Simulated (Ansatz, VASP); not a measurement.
**Mg in VASP and in Ansatz**

```
CELL_PARAMETERS angstrom
3.20930 0.00000 0.00000
-1.60465 2.77934 0.00000
0.00000 0.00000 5.21030
ATOMIC_POSITIONS crystal
Mg 0.66667 0.33333 0.75000
Mg 0.33333 0.66667 0.25000
```

Alike in both runs: functional b88 exchange, pbe correlation; k mesh 10 × 10 × 5; occupations fermi-dirac, width 0.05 eV; no spin polarisation.

```csv
,VASP,Ansatz
version,VASP 6.6.1,Ansatz 0.2.0
potentials or method,"VASP PAW PBE potentials, release 64 (Mg)",Ansatz PAW
plane-wave cutoff (eV),600,420
valence electrons in the cell,4,20
task,single point,band structure
```

VASP gave:

```
gap on the k mesh at the Fermi level (eV)                     : none
pressure (GPa)                                                : -0.1
traceless stress, the component that is largest in VASP (GPa) : 0.77
```

Question: Which values does Ansatz return?

Answer: gap on the k mesh at the Fermi level (eV): none; pressure (GPa): 0.0; traceless stress, the component that is largest in VASP (GPa): 0.77.

VASP's potentials were made for PBE, not for b88 exchange, pbe correlation. A gap of «none» marks a metal or a gap that the smearing closes. VASP's potentials hold 4 valence electrons a cell and Ansatz's 20, so a difference there can come from the potentials and not from the codes.
